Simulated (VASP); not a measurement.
Write the native input for VASP 6.6.1 that does the following.

- Task: single point
- Functional: PBEsol
- Potentials or basis: VASP PAW PBE potentials, release 64 (Al, N)
- Cutoff: 520 eV
- k mesh: 8 × 8 × 3
- Occupations: gaussian, width 0.05 eV
- Spin: no spin polarisation
- Dipole correction: no
- Further INCAR settings: ALGO = Normal; EDIFF = 1e-06; NBANDS = 26; ISYM = 0

The structure of AlN lies in POSCAR:

```
AlN
1.0
   -3.1135599822      0.0000000000      0.0000000000
   -1.5567799911     -2.6964220408      0.0000000000
   -0.7783899956     -1.3482110204     11.1667009506
Al N
4 4
Direct
    0.3333333333     -0.0703190733      0.8073048133
    0.3333333333      0.1528153375      0.3610359916
    0.6666666667      0.5977158763      0.1379015808
    0.6666666667      0.3745814654      0.5841704025
    0.3333333333      0.2907169183      0.0852328300
    0.3333333333      0.0675825075      0.5315016517
    0.6666666667      0.5124830462      0.3083672409
    0.6666666667      0.2893486354      0.7546360626
```

These files were run (other wordings do the same):

INCAR

```
SYSTEM = AlN
ALGO     = Normal         ! electronic algorithm
EDIFF    = 1E-6           ! SCF threshold, eV
ENCUT    = 520            ! plane-wave cutoff, eV
GGA      = PS             ! functional
ISIF     = 2              ! what is computed and relaxed
ISMEAR   = 0              ! smearing method
ISYM     = 0            
LASPH    = .TRUE.         ! aspherical terms in the spheres
LCHARG   = .TRUE.         ! write CHGCAR
LELF     = .TRUE.         ! ELF
LREAL    = .FALSE.        ! projectors in reciprocal space
LVHAR    = .TRUE.       
LWAVE    = .FALSE.        ! write WAVECAR
NBANDS   = 26             ! bands
NELM     = 80             ! most SCF steps
PREC     = Accurate       ! precision mode
SIGMA    = 0.05           ! smearing width, eV
```

KPOINTS

```
k-points
0
G
  8 8 3
  0 0 0
```

Potentials or basis: VASP PAW PBE potentials, release 64 (Al, N).

Command:

```sh
$ cat potpaw_PBE.64/Al/POTCAR potpaw_PBE.64/N/POTCAR > POTCAR
$ mpirun -np 1 vasp_std > vasp.out
```

It gave:

```
Pressure               : -3.9 GPa
Largest force          : 2.203 eV/Å
Band gap on the k mesh : 0.25 eV
```

Caveat: the cell stands under tension; the PAW data sets were made with another functional, which shifts forces and pressure a little; an odd mesh through Γ misses points on the zone boundary, where band edges can lie.

Run time: 92 s on 1 thread of Intel(R) Xeon(R) 6975P-C (Granite Rapids), with other jobs on the host, peak memory 0.31 GiB.
